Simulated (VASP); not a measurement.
# Ge in VASP: notebook

The runs below take Ge through single point, with PBEsol-based screened hybrid with 25 % exact exchange, LDA.

Everything below comes from runs of VASP 6.6.1. Logs are shortened: lines on timing, memory, paths and dates and some standing lists are left out, and cuts for length are marked.

**1. The cell of the first run**

Symmetry: Fd-3m, No. 227, cubic system. Conventional cell: a = 5.620 Å, b = 5.620 Å, c = 5.620 Å, α = 90.00°, β = 90.00°, γ = 90.00°. Within 3.2 Å of Ge (site symmetry -43m) lie 4 Ge at 2.43 Å.

**2. Single point, PBEsol-based screened hybrid with 25 % exact exchange**

POSCAR

```
Ge
1.0
    0.0000000000      2.8099234548      2.8099234548
    2.8099234548      0.0000000000      2.8099234548
    2.8099234548      2.8099234548      0.0000000000
Ge
2
Direct
    0.7500000000      0.7500000000      0.7500000000
    0.5000000000      0.5000000000      0.5000000000
```

INCAR.step1

```
SYSTEM = Ge
PREC     = Accurate       ! precision mode
ENCUT    = 520            ! plane-wave cutoff, eV
EDIFF    = 1E-5           ! SCF threshold, eV
ISMEAR   = -1             ! smearing method
SIGMA    = 0.05           ! smearing width, eV
LREAL    = .False.        ! projectors in reciprocal space
LASPH    = .True.         ! aspherical terms in the spheres
NELM     = 80             ! most SCF steps
ALGO     = Normal         ! electronic algorithm
ISIF     = 2              ! what is computed and relaxed
LWAVE    = .True.         ! write WAVECAR
LCHARG   = .False.        ! write CHGCAR
NBANDS   = 21             ! bands
GGA      = PE             ! functional
```

INCAR.step2

```
SYSTEM = Ge
PREC     = Accurate       ! precision mode
ENCUT    = 520            ! plane-wave cutoff, eV
EDIFF    = 1E-6           ! SCF threshold, eV
ISMEAR   = -1             ! smearing method
SIGMA    = 0.05           ! smearing width, eV
LREAL    = .False.        ! projectors in reciprocal space
LASPH    = .True.         ! aspherical terms in the spheres
NELM     = 80             ! most SCF steps
ALGO     = Normal         ! electronic algorithm
ISIF     = 2              ! what is computed and relaxed
LWAVE    = .False.        ! write WAVECAR
LCHARG   = .False.        ! write CHGCAR
GGA      = PS             ! functional
LHFCALC  = .True.         ! exact exchange
AEXX     = 0.25           ! exact-exchange fraction
HFSCREEN = 0.207          ! screening, 1/A
PRECFOCK = Normal       
NBANDS   = 21             ! bands
ISTART   = 1
```

KPOINTS

```
regular mesh
0
Gamma
  4 4 4
  0 0 0
```

Potentials or basis: VASP PAW PBE potentials, release 64 (Ge_d).

Launch:

```console
$ cat potpaw_PBE.64/Ge_d/POTCAR > POTCAR
$ cp INCAR.step1 INCAR
$ mpirun -np 1 vasp_std > vasp.out
$ cp INCAR.step2 INCAR
$ mpirun -np 1 vasp_std > vasp.out
```

OUTCAR:

```text
SYSTEM = Ge
   PREC = Accurate
   ENCUT = 520
   EDIFF = 1E-6
   ISMEAR = -1
   LREAL = .False.
   LASPH = .True.
   NELM = 80
   ISIF = 2
   GGA = PS
   LHFCALC = .True.
   AEXX = 0.25
   HFSCREEN = 0.207
   PRECFOCK = Normal
   ISTART = 1

 ion  position               nearest neighbor table
   1  0.750  0.750  0.750-   2 2.43   2 2.43   2 2.43   2 2.43
   2  0.500  0.500  0.500-   1 2.43   1 2.43   1 2.43   1 2.43

  LATTYP: Found a face centered cubic cell.
 ALAT       =     5.6198469096

  Lattice vectors:

 A1 = (   0.0000000000,   2.8099234548,   2.8099234548)
 A2 = (   2.8099234548,   0.0000000000,   2.8099234548)
 A3 = (   2.8099234548,   2.8099234548,   0.0000000000)

Analysis of symmetry for initial positions (statically):
=====================================================================
 Subroutine PRICEL returns:
 Original cell was already a primitive cell.

 Routine SETGRP: Setting up the symmetry group for a
 face centered cubic supercell.

 Subroutine GETGRP returns: Found 48 space group operations
 (whereof 24 operations were pure point group operations)
 out of a pool of 48 trial point group operations.

The static configuration has the point symmetry T_d .
 The point group associated with its full space group is O_h .

Analysis of symmetry for dynamics (positions and initial velocities):
=====================================================================
 Subroutine PRICEL returns:
 Original cell was already a primitive cell.

 Routine SETGRP: Setting up the symmetry group for a
 face centered cubic supercell.

 Subroutine GETGRP returns: Found 48 space group operations
 (whereof 24 operations were pure point group operations)
 out of a pool of 48 trial point group operations.

The dynamic configuration has the point symmetry T_d .
 The point group associated with its full space group is O_h .

 Subroutine INISYM returns: Found 48 space group operations
 (whereof 24 operations are pure point group operations),
 and found     1 'primitive' translations

----------------------------------------------------------------------------------------

                                     Primitive cell

  volume of cell :      44.3725

  direct lattice vectors                    reciprocal lattice vectors
     0.000000000  2.809923455  2.809923455    -0.177940790  0.177940790  0.177940790
     2.809923455  0.000000000  2.809923455     0.177940790 -0.177940790  0.177940790
     2.809923455  2.809923455  0.000000000     0.177940790  0.177940790 -0.177940790

  length of vectors
     3.973831859  3.973831859  3.973831859     0.308202489  0.308202489  0.308202489

  position of ions in fractional coordinates (direct lattice)
     0.750000000  0.750000000  0.750000000
     0.500000000  0.500000000  0.500000000

  ion indices of the primitive-cell ions
   primitive index   ion index
                 1           1
                 2           2

----------------------------------------------------------------------------------------

 KPOINTS: regular mesh

Automatic generation of k-mesh.
 Grid dimensions read from file:
 generate k-points for:    4    4    4

 Generating k-lattice:

  Cartesian coordinates                     Fractional coordinates (reciprocal lattice)
    -0.044485198  0.044485198  0.044485198     0.250000000  0.000000000  0.000000000
     0.044485198 -0.044485198  0.044485198     0.000000000  0.250000000  0.000000000
     0.044485198  0.044485198 -0.044485198     0.000000000  0.000000000  0.250000000

  Length of vectors
     0.077050622  0.077050622  0.077050622

  Shift w.r.t. Gamma in fractional coordinates (k-lattice)
     0.000000000  0.000000000  0.000000000

 Subroutine IBZKPT returns following result:
 ===========================================

 Found      8 irreducible k-points:

 Following reciprocal coordinates:
            Coordinates               Weight
  0.000000  0.000000  0.000000      1.000000
  0.250000  0.000000  0.000000      8.000000
  0.500000  0.000000  0.000000      4.000000
  0.250000  0.250000  0.000000      6.000000
  0.500000  0.250000  0.000000     24.000000
 -0.250000  0.250000  0.000000     12.000000
  0.500000  0.500000  0.000000      3.000000
 -0.250000  0.500000  0.250000      6.000000
   k-points           NKPTS =      8   k-points in BZ     NKDIM =     64   number of bands    NBANDS=     21
   number of dos      NEDOS =    301   number of ions     NIONS =      2
   total plane-waves  NPLWV =  27000
   dimension x,y,z NGX =    30 NGY =   30 NGZ =   30
   dimension x,y,z NGXF=    60 NGYF=   60 NGZF=   60
   ions per type =               2
   NGX,Y,Z   is equivalent  to a cutoff of  12.55, 12.55, 12.55 a.u.
   NGXF,Y,Z  is equivalent  to a cutoff of  25.10, 25.10, 25.10 a.u.
 SYSTEM =  Ge
   PREC   = accura    normal or accurate (medium, high low for compatibility)
   ISTART =      1    job   : 0-new  1-cont  2-samecut
   ICHARG =      0    charge: 1-file 2-atom 10-const
   ISPIN  =      1    spin polarized calculation?
   LNONCOLLINEAR =      F non collinear calculations
   LSORBIT =      F    spin-orbit coupling
   LASPH  =      T    aspherical Exc in radial PAW
   ENCUT  =  520.0 eV  38.22 Ry    6.18 a.u.   7.39  7.39  7.39*2*pi/ulx,y,z
   NELM   =     80;   NELMIN=  2; NELMDL=  0     # of ELM steps
   EDIFF  = 0.1E-05   stopping-criterion for ELM
   LREAL  =      F    real-space projection
   EDIFFG = 0.1E-04   stopping-criterion for IOM
   NSW    =      0    number of steps for IOM
   IBRION =     -1    ionic relax: 0-MD 1-quasi-New 2-CG
   NFREE  =      0    steps in history (QN), initial steepest desc. (CG)
   ISIF   =      2    stress and relaxation
   ISYM   =      3    0-nonsym 1-usesym 2-fastsym
   POTIM  = 0.5000    time-step for ionic-motion
   TEBEG  =    0.0;   TEEND  =   0.0 temperature during run
   PSTRESS=    0.0 pullay stress
   NELECT =      28.0000    total number of electrons
   NUPDOWN=      -1.0000    fix difference up-down
   EMIN   =  10.00;   EMAX   =-10.00  energy-range for DOS
   EFERMI =   0.00;   METHOD = LEGACY
   ISMEAR =    -1;   SIGMA  =   0.05  broadening in eV -4-tet -1-fermi 0-gaus
   EFERMI_NEDOS =   21; number of points for ismear=-14 and -15
   IALGO  =     38    algorithm
   IMIX   =      1    mixing-type and parameters
     AMIX     =   0.40;   BMIX     =  1.00
     AMIX_MAG =   1.60;   BMIX_MAG =  1.00
  volume/ion in A,a.u.               =      22.19       149.72
  Fermi-wavevector in a.u.,A,eV,Ry     =   1.404181  2.653517 26.826929  1.971724
  Thomas-Fermi vector in A             =   2.526768
   LORBIT       =      0    0 simple, 1 ext, 2 COOP (PROOUT), +10 PAW based schemes
   GGA     = PS    functional components
   LHFCALC =     T    Hartree Fock is set to
   PRECFOCK=normal    Normal, Fast or Accurate (Low or Medium for compatibility)
   ENCUT4O =  -1.0   cutoff for four orbital integrals eV
   NKREDX  =     1    reduce k-point grid by
   NKREDY  =     1    reduce k-point grid by
   NKREDZ  =     1    reduce k-point grid by
   AEXX    =    0.2500 exact exchange contribution
   HFSCREEN=    0.2070 screening length (either q_TF or 0.3 A-1)
   HFSCREENC=   0.2070 screening length for correlation (either q_TF or 0.3 A-1)
   ENCUTFOCK=  -1.0 apply spherical cutoff to Coloumb kernel
   IVDW    =     0    specifies the selected vdW correction
   LEPSILON=     F    determine dielectric tensor
   LRPA    =     F    only Hartree local field effects (RPA)
 non-spin polarized calculation
  energy-cutoff  :      520.00
  volume of cell :       44.37
 maximum number of plane-waves:      1243
 NGX is ok and might be reduce to    30
  NGX = 24; NGY = 24; NGZ = 24

 number of electron      28.0000033 magnetization

 Free energy of the ion-electron system (eV)
  ---------------------------------------------------
  ext. energy  EPLUGINS =         0.00000000
  ---------------------------------------------------
  free energy    TOTEN  =       -11.00331098 eV

  energy without entropy =      -11.00329574  energy(sigma->0) =      -11.00330336

 E-fermi :   5.2183     XC(G=0):  -8.4275

 val. band max:        4.7827280743   @ k =   0.0000   0.0000   0.0000
 cond. band min:       5.6685421255   @ k =   0.5000   0.0000   0.0000
 fundamental gap:      0.8858140513
 Fermi energy:         5.2182962328

 k-point     1 :       0.0000    0.0000    0.0000
  band No.  band energies     occupation
      1     -23.1041      2.00000
      2     -23.1041      2.00000
      3     -23.1041      2.00000
      4     -23.0657      2.00000
      5     -23.0657      2.00000
      6     -22.8447      2.00000
[... 13 lines left out ...]
     20      15.2451      0.00000
     21      15.2451      0.00000

 k-point     2 :       0.2500    0.0000    0.0000
  band No.  band energies     occupation
      1     -23.1238      2.00000
      2     -23.1238      2.00000
      3     -23.0954      2.00000
      4     -23.0351      2.00000
      5     -23.0351      2.00000
      6     -22.8688      2.00000
[... 13 lines left out ...]
     20      13.9715      0.00000
     21      13.9715      0.00000

 k-point     3 :       0.5000    0.0000    0.0000
  band No.  band energies     occupation
      1     -23.1307      2.00000
      2     -23.1307      2.00000
      3     -23.0865      2.00000
      4     -23.0211      2.00000
      5     -23.0211      2.00000
      6     -22.8767      2.00000
[... 13 lines left out ...]
     20      17.1911      0.00000
     21      17.1983      0.00000

 k-point     4 :       0.2500    0.2500    0.0000
  band No.  band energies     occupation
      1     -23.1240      2.00000
      2     -23.1240      2.00000
      3     -23.1113      2.00000
      4     -23.0291      2.00000
      5     -22.9914      2.00000
      6     -22.9354      2.00000
[... 13 lines left out ...]
     20      15.9601      0.00000
     21      16.3810      0.00000

 k-point     5 :       0.5000    0.2500    0.0000
  band No.  band energies     occupation
      1     -23.1533      2.00000
      2     -23.1373      2.00000
      3     -23.0651      2.00000
      4     -22.9921      2.00000
      5     -22.9717      2.00000
      6     -22.9522      2.00000
[... 13 lines left out ...]
     20      17.3234      0.00000
     21      17.7879      0.00000

 k-point     6 :      -0.2500    0.2500    0.0000
  band No.  band energies     occupation
      1     -23.1481      2.00000
      2     -23.1401      2.00000
      3     -23.0583      2.00000
      4     -23.0184      2.00000
      5     -22.9887      2.00000
      6     -22.9129      2.00000
[... 13 lines left out ...]
     20      15.3809      0.00000
     21      17.9199      0.00000

 k-point     7 :       0.5000    0.5000    0.0000
  band No.  band energies     occupation
      1     -23.1410      2.00000
      2     -23.1410      2.00000
      3     -23.0501      2.00000
      4     -23.0501      2.00000
      5     -22.9429      2.00000
      6     -22.9429      2.00000
[... 13 lines left out ...]
     20      17.8078      0.00000
     21      18.7579      0.00000

 k-point     8 :      -0.2500    0.5000    0.2500
  band No.  band energies     occupation
      1     -23.1557      2.00000
      2     -23.1557      2.00000
      3     -23.0051      2.00000
      4     -23.0051      2.00000
      5     -22.9515      2.00000
      6     -22.9515      2.00000
[... 13 lines left out ...]
     20      17.1745      0.00000
     21      19.0696      0.00000

------------------------ aborting loop because EDIFF is reached ----------------------------------------

  FORCE on cell =-STRESS in cart. coord.  units (eV):
  Direction    XX          YY          ZZ          XY          YZ          ZX
  --------------------------------------------------------------------------------------
  -------------------------------------------------------------------------------------
  Total        0.2174439      0.2174439      0.2174439     -0.0000000      0.0000000     -0.0000000
  in kB        7.8513512      7.8513512      7.8513512     -0.0000000      0.0000000     -0.0000000
  external PRESSURE =       7.8513512 kB  Pullay stress =       0.0000000 kB

 VOLUME and BASIS-vectors are now :
 -----------------------------------------------------------------------------
  energy-cutoff  :      520.00
  volume of cell :       44.37
      direct lattice vectors                 reciprocal lattice vectors
     0.000000000  2.809923455  2.809923455    -0.177940790  0.177940790  0.177940790
     2.809923455  0.000000000  2.809923455     0.177940790 -0.177940790  0.177940790
     2.809923455  2.809923455  0.000000000     0.177940790  0.177940790 -0.177940790

 POSITION                                       TOTAL-FORCE (eV/Angst)
 -----------------------------------------------------------------------------------
      4.21489      4.21489      4.21489         0.000000      0.000000      0.000000
      2.80992      2.80992      2.80992        -0.000000     -0.000000     -0.000000
 -----------------------------------------------------------------------------------
    total drift:                               -0.000011      0.000010     -0.000020

  FREE ENERGIE OF THE ION-ELECTRON SYSTEM (eV)
  ---------------------------------------------------
  free  energy   TOTEN  =       -11.0033109826 eV

  energy  without entropy=      -11.0032957414  energy(sigma->0) =      -11.00330336
```

Wall time 16 min (1 thread of AMD EPYC 7R13 (Zen 3), shared host); peak memory 0.24 GiB.

Results:

| Item | Value |
| --- | --- |
| Free energy | -11.0033 eV |
| Pressure | 0.8 GPa |
| Band gap on the k mesh | 0.89 eV (least direct gap 1.09 eV) |

Caveat: the k points lie up to 0.48 Å⁻¹ apart; the PAW data sets were made with another functional, which shifts forces and pressure a little.

**3. Single point, LDA**

This run uses another cell than the first one, of 22.64 Å³/atom.

INCAR

```
PREC = Accurate
ENCUT = 520
EDIFF = 1E-6
ISMEAR = -1
SIGMA = 0.05
LREAL = False
LASPH = True
NELM = 100
ALGO = Normal
ISIF = 2
LWAVE = False
LCHARG = True
GGA = CA
LELF = True
LVHAR = True
NBANDS = 21
```

KPOINTS

```
regular mesh
0
Gamma
  5 5 5
```

POSCAR

```
Ge
1.0
    0.0000000000      2.8289100000      2.8289100000
    2.8289100000      0.0000000000      2.8289100000
    2.8289100000      2.8289100000      0.0000000000
Ge
2
Direct
    0.7475720000      0.7528100000      0.7478460000
    0.4956110000      0.5029590000      0.5022330000
```

Potentials or basis: VASP PAW LDA potentials, release 64 (Ge_d).

Launch:

```console
$ cat potpaw_LDA.64/Ge_d/POTCAR > POTCAR
$ mpirun -np 1 vasp_std > vasp.out
```

Wall time 43 s (1 thread of Intel Xeon Platinum 8488C (Sapphire Rapids), shared host); peak memory 0.17 GiB.

Results (log left out):

```
Free energy            : -10.2825 eV
Pressure               : -0.7 GPa
Largest force          : 0.125 eV/Å
Band gap on the k mesh : 0.09 eV
```

Forces on the atoms (eV/Å):
```
Ge   0.106  0.055 -0.039
Ge  -0.106 -0.055  0.039
```

Stress tensor (GPa, compression positive):
```
-0.75 -0.16  0.22
-0.16 -0.74  0.41
 0.22  0.41 -0.75
```

Levels at points of the mesh, in eV from the valence-band top:
```csv
k point,band 11,band 12,band 13,band 14,band 15,band 16,band 17,band 18
"(0.00, 0.00, 0.00)",-12.79,-0.12,-0.04,0.00,0.09,2.48,2.55,2.58
```

A k mesh can miss the band edges.

(Part 1 of 2 ends here.)
